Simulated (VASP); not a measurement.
# TiWO5 in VASP: a series of runs, part 2 of 2

VASP 6.6.1. Earlier steps stand in the parts before.

**3. Single point, PBE**

Contents of INCAR:

```
SYSTEM = TiWO5
PREC     = Accurate       ! precision mode
ENCUT    = 520            ! plane-wave cutoff, eV
EDIFF    = 1E-6           ! SCF threshold, eV
ISMEAR   = -1             ! smearing method
SIGMA    = 0.3275         ! smearing width, eV
LREAL    = Auto         
LASPH    = .True.         ! aspherical terms in the spheres
NELM     = 100            ! most SCF steps
ALGO     = Normal         ! electronic algorithm
ISIF     = 2              ! what is computed and relaxed
LWAVE    = .False.        ! write WAVECAR
LCHARG   = .False.        ! write CHGCAR
GGA      = PE             ! functional
NBANDS   = 100            ! bands
ISYM     = 0
```

Contents of KPOINTS:

```
regular mesh
0
Gamma
  1 1 1
  0 0 0
```

Contents of POSCAR:

```
TiWO5
1.0
    6.8352020000      0.2165210000     -0.0414970000
    0.2165210000      6.5964430000     -0.0725360000
   -0.0414970000     -0.0725360000      6.4352090000
Ti O W
3 15 3
Direct
    0.9046156274      0.5961389649      1.0749970002
    0.6090055691      0.8711390415      1.1515044571
    0.3170710318      0.6157067042      0.4089929943
    0.4257163371      0.7119922906      0.6977237295
    0.7828439358      0.3426965531      0.7293403387
    0.3058543885      0.2501363943      0.6886837604
    0.4023968999      0.8473439680      0.3425273688
    1.0135193286      0.0691726973      0.4623631528
    0.0546410456      0.0257141570      0.8747918897
    0.4586813872      1.0541845705      0.9698299206
    0.5611836717      0.4783588907      1.0378461180
    0.6276978231      0.9665710090      0.5971838321
    0.7356009538      0.6917779097      1.2999145848
    0.5373334872      0.3994173718      0.4554829324
    0.1446248644      0.5107666544      0.1442241376
    0.8115055853      0.8652896971      0.9679492462
    1.1200573131      0.7196523132      0.5468786979
    0.7029672576      0.1937402223      0.1856527384
    0.7318048403      0.1835279628      0.4701922020
    0.5277057715      0.2909685478      0.8183084498
    0.2250415887     -0.0216577920      0.6569956906
```

Potentials or basis: VASP PAW PBE potentials, release 64 (Ti_sv, O, W_sv).

Started as:

```bash
$ cat potpaw_PBE.64/Ti_sv/POTCAR potpaw_PBE.64/O/POTCAR potpaw_PBE.64/W_sv/POTCAR > POTCAR
$ mpirun -np 1 vasp_gam > vasp.out
```

OUTCAR:

```text
SYSTEM = TiWO5
   PREC = Accurate
   ENCUT = 520
   EDIFF = 1E-6
   ISMEAR = -1
   LREAL = Auto
   LASPH = .True.
   NELM = 100
   ISIF = 2
   GGA = PE
   ISYM = 0

 ion  position               nearest neighbor table
   1  0.905  0.596  0.075-  15 1.76  13 1.93  16 1.98   2 2.67
   2  0.609  0.871  0.152-  13 1.72  16 1.83   7 1.90  10 1.94  18 2.27   1 2.67  19 3.03
   3  0.317  0.616  0.409-  17 1.72   7 1.74  14 2.03   4 2.09  15 2.19  21 2.89
   4  0.426  0.712  0.698-   3 2.09  21 2.18
   5  0.783  0.343  0.729-  20 1.90  19 1.99
   6  0.306  0.250  0.689-  20 1.76  21 1.92
   7  0.402  0.847  0.343-   3 1.74   2 1.90  21 2.48
   8  0.014  0.069  0.462-  21 1.97  19 2.02
   9  0.055  0.026  0.875-  21 1.84
  10  0.459  0.054  0.970-   2 1.94  20 1.95  21 2.61
  11  0.561  0.478  0.038-  20 1.88
  12  0.628  0.967  0.597-  19 1.85  20 2.60
  13  0.736  0.692  0.300-   2 1.72   1 1.93
  14  0.537  0.399  0.455-  19 1.89   3 2.03  20 2.46
  15  0.145  0.511  0.144-   1 1.76   3 2.19
  16  0.812  0.865  0.968-   2 1.83   1 1.98
  17  0.120  0.720  0.547-   3 1.72  21 2.01
  18  0.703  0.194  0.186-  19 1.84   2 2.27  20 2.71
  19  0.732  0.184  0.470-  18 1.84  12 1.85  14 1.89   5 1.99   8 2.02  20 2.71   2 3.03
  20  0.528  0.291  0.818-   6 1.76  11 1.88   5 1.90  10 1.95  14 2.46  12 2.60  18 2.71  19 2.71
                            21 3.17
  21  0.225  0.978  0.657-   9 1.84   6 1.92   8 1.97  17 2.01   4 2.18   7 2.48  10 2.61   3 2.89
                            20 3.17

IMPORTANT INFORMATION: All symmetrisations will be switched off!
NOSYMM: (Re-)initialisation of all symmetry stuff for point group C_1.

----------------------------------------------------------------------------------------

                                     Primitive cell

  volume of cell :     289.8031

  direct lattice vectors                    reciprocal lattice vectors
     6.835202000  0.216521000 -0.041497000     0.146458835 -0.004797560  0.000890353
     0.216521000  6.596443000 -0.072536000    -0.004797560  0.151772799  0.001679807
    -0.041497000 -0.072536000  6.435209000     0.000890353  0.001679807  0.155419784

  length of vectors
     6.838756446  6.600394160  6.435751576     0.146540095  0.151857897  0.155431412

  position of ions in fractional coordinates (direct lattice)
     0.904615627  0.596138965  0.074997000
     0.609005569  0.871139042  0.151504457
     0.317071032  0.615706704  0.408992994
     0.425716337  0.711992291  0.697723729
     0.782843936  0.342696553  0.729340339
     0.305854389  0.250136394  0.688683760
[... 13 lines left out ...]
     0.527705772  0.290968548  0.818308450
     0.225041589  0.978342208  0.656995691

  ion indices of the primitive-cell ions
   primitive index   ion index
                 1           1
                 2           2
                 3           3
                 4           4
                 5           5
                 6           6
[... 13 lines left out ...]
                20          20
                21          21

----------------------------------------------------------------------------------------

 KPOINTS: regular mesh

Automatic generation of k-mesh.
 Grid dimensions read from file:
 generate k-points for:    1    1    1

 Generating k-lattice:

  Cartesian coordinates                     Fractional coordinates (reciprocal lattice)
     0.146458835 -0.004797560  0.000890353     1.000000000 -0.000000000  0.000000000
    -0.004797560  0.151772799  0.001679807     0.000000000  1.000000000  0.000000000
     0.000890353  0.001679807  0.155419784     0.000000000 -0.000000000  1.000000000

  Length of vectors
     0.146540095  0.151857897  0.155431412

  Shift w.r.t. Gamma in fractional coordinates (k-lattice)
     0.000000000  0.000000000  0.000000000

 Subroutine IBZKPT returns following result:
 ===========================================

 Found      1 irreducible k-points:

 Following reciprocal coordinates:
            Coordinates               Weight
  0.000000  0.000000  0.000000      1.000000
   k-points           NKPTS =      1   k-points in BZ     NKDIM =      1   number of bands    NBANDS=    100
   number of dos      NEDOS =    301   number of ions     NIONS =     21
   total plane-waves  NPLWV = 129600
   dimension x,y,z NGX =    54 NGY =   50 NGZ =   48
   dimension x,y,z NGXF=   108 NGYF=  100 NGZF=   96
   ions per type =               3  15   3
   NGX,Y,Z   is equivalent  to a cutoff of  13.13, 12.59, 12.40 a.u.
   NGXF,Y,Z  is equivalent  to a cutoff of  26.25, 25.19, 24.80 a.u.
 SYSTEM =  TiWO5
   PREC   = accura    normal or accurate (medium, high low for compatibility)
   ISTART =      0    job   : 0-new  1-cont  2-samecut
   ICHARG =      2    charge: 1-file 2-atom 10-const
   ISPIN  =      1    spin polarized calculation?
   LNONCOLLINEAR =      F non collinear calculations
   LSORBIT =      F    spin-orbit coupling
   LASPH  =      T    aspherical Exc in radial PAW
   ENCUT  =  520.0 eV  38.22 Ry    6.18 a.u.  12.72 12.27 11.97*2*pi/ulx,y,z
   NELM   =    100;   NELMIN=  2; NELMDL= -5     # of ELM steps
   EDIFF  = 0.1E-05   stopping-criterion for ELM
   LREAL  =      T    real-space projection
   EDIFFG = 0.1E-04   stopping-criterion for IOM
   NSW    =      0    number of steps for IOM
   IBRION =     -1    ionic relax: 0-MD 1-quasi-New 2-CG
   NFREE  =      0    steps in history (QN), initial steepest desc. (CG)
   ISIF   =      2    stress and relaxation
   ISYM   =      0    0-nonsym 1-usesym 2-fastsym
   POTIM  = 0.5000    time-step for ionic-motion
   TEBEG  =    0.0;   TEEND  =   0.0 temperature during run
   PSTRESS=    0.0 pullay stress
   NELECT =     168.0000    total number of electrons
   NUPDOWN=      -1.0000    fix difference up-down
   EMIN   =  10.00;   EMAX   =-10.00  energy-range for DOS
   EFERMI =   0.00;   METHOD = LEGACY
   ISMEAR =    -1;   SIGMA  =   0.33  broadening in eV -4-tet -1-fermi 0-gaus
   EFERMI_NEDOS =   21; number of points for ismear=-14 and -15
   IALGO  =     38    algorithm
   IMIX   =      4    mixing-type and parameters
     AMIX     =   0.40;   BMIX     =  1.00
     AMIX_MAG =   1.60;   BMIX_MAG =  1.00
  volume/ion in A,a.u.               =      13.80        93.13
  Fermi-wavevector in a.u.,A,eV,Ry     =   1.365034  2.579541 25.351990  1.863319
  Thomas-Fermi vector in A             =   2.491298
   LORBIT       =      0    0 simple, 1 ext, 2 COOP (PROOUT), +10 PAW based schemes
   GGA     = PE    functional components
   LHFCALC =     F    Hartree Fock is set to
   AEXX    =    0.0000 exact exchange contribution
   IVDW    =     0    specifies the selected vdW correction
   LEPSILON=     F    determine dielectric tensor
   LRPA    =     F    only Hartree local field effects (RPA)
 non-spin polarized calculation
  energy-cutoff  :      520.00
  volume of cell :      289.80
 maximum number of plane-waves:      3899
 NGX is ok and might be reduce to    50
   NGX = 25   NGY = 25   NGZ = 23

 number of electron     167.9999984 magnetization

 Free energy of the ion-electron system (eV)
  ---------------------------------------------------
  ext. energy  EPLUGINS =         0.00000000
  ---------------------------------------------------
  free energy    TOTEN  =      -174.65926376 eV

  energy without entropy =     -173.54861641  energy(sigma->0) =     -174.10394008

 E-fermi :   3.1595     XC(G=0):  -9.7612

 val. band max:        2.5233399723   @ k =   0.0000   0.0000   0.0000
 cond. band min:       3.9933412558   @ k =   0.0000   0.0000   0.0000
 fundamental gap:      1.4700012835
 Fermi energy:         3.1594620243

 k-point     1 :       0.0000    0.0000    0.0000
  band No.  band energies     occupation
      1     -73.0593      2.00000
      2     -72.8690      2.00000
      3     -72.7241      2.00000
      4     -54.7524      2.00000
      5     -54.2659      2.00000
      6     -54.1862      2.00000
[... 88 lines left out ...]
     95       5.2879      0.00300
     96       5.5935      0.00118
 [bands above 96 left out]

------------------------ aborting loop because EDIFF is reached ----------------------------------------

  FORCE on cell =-STRESS in cart. coord.  units (eV):
  Direction    XX          YY          ZZ          XY          YZ          ZX
  --------------------------------------------------------------------------------------
  -------------------------------------------------------------------------------------
  Total        9.1199133     -4.8184368      1.8025269      5.4590012     -0.6451209      0.9024675
  in kB       50.4194644    -26.6387405      9.9652749     30.1801021     -3.5665523      4.9892937
  external PRESSURE =      11.2486663 kB  Pullay stress =       0.0000000 kB

 VOLUME and BASIS-vectors are now :
 -----------------------------------------------------------------------------
  energy-cutoff  :      520.00
  volume of cell :      289.80
      direct lattice vectors                 reciprocal lattice vectors
     6.835202000  0.216521000 -0.041497000     0.146458835 -0.004797560  0.000890353
     0.216521000  6.596443000 -0.072536000    -0.004797560  0.151772799  0.001679807
    -0.041497000 -0.072536000  6.435209000     0.000890353  0.001679807  0.155419784

 POSITION                                       TOTAL-FORCE (eV/Angst)
 -----------------------------------------------------------------------------------
      6.30919      4.12282      0.40184        -1.356495      0.971527     -0.262645
      4.34501      5.86729      0.88650        -0.196714      3.297966     -1.991124
      2.28359      4.10046      2.57414         1.310834     -1.935315     -0.232067
      3.03506      4.73818      4.42069        -1.872620      1.077744      0.421679
      5.39483      2.37718      4.63611         1.122085     -0.217014      0.171431
      2.11616      1.66628      4.40099        -3.553971      1.594928     -2.597726
[... 13 lines left out ...]
      3.63602      1.97426      5.22298         2.334735      1.169705      6.655706
      1.72277      6.45465      4.14760        -3.592212     -2.750283      4.038559
 -----------------------------------------------------------------------------------
    total drift:                                0.003811     -0.000231     -0.008285

  FREE ENERGIE OF THE ION-ELECTRON SYSTEM (eV)
  ---------------------------------------------------
  free  energy   TOTEN  =      -174.6592637575 eV

  energy  without entropy=     -173.5486164055  energy(sigma->0) =     -174.10394008
```

Run time: 58 s. Hardware: 1 thread of Intel Xeon Platinum 8488C (Sapphire Rapids), shared host; peak memory 0.32 GiB.

What came out:

- Free energy: -174.6593 eV
- Pressure: 1.1 GPa
- Largest force: 7.150 eV/Å
- Band gap on the k mesh: 1.47 eV

Forces on the atoms (eV/Å):
```
Ti  -1.356  0.972 -0.263
Ti  -0.197  3.298 -1.991
Ti   1.311 -1.935 -0.232
O   -1.873  1.078  0.422
O    1.122 -0.217  0.171
O   -3.554  1.595 -2.598
O   -1.835  1.283 -1.212
O   -0.442  1.017  0.546
O    4.388 -0.735 -3.251
O   -0.379  1.692 -2.446
O   -1.017  0.017 -2.906
O    0.545  3.627 -0.862
O    3.743 -2.653  0.353
O   -1.193 -0.561  1.086
O   -0.704  0.773  0.854
O    0.075 -4.057  0.588
O   -2.264  0.176  0.405
O    1.512 -2.398  2.170
W    3.374 -1.391 -1.528
W    2.335  1.170  6.656
W   -3.592 -2.750  4.039
```

Levels at points of the mesh, in eV from the valence-band top:
| k point | band 81 | band 82 | band 83 | band 84 | band 85 | band 86 | band 87 | band 88 |
| --- | --- | --- | --- | --- | --- | --- | --- | --- |
| (0.00, 0.00, 0.00) | -0.78 | -0.66 | -0.49 | 0.00 | 1.47 | 1.57 | 1.86 | 1.97 |

Caveat: the k points lie up to 0.98 Å⁻¹ apart; spin-orbit coupling is left out, which moves the levels of the heavy elements.
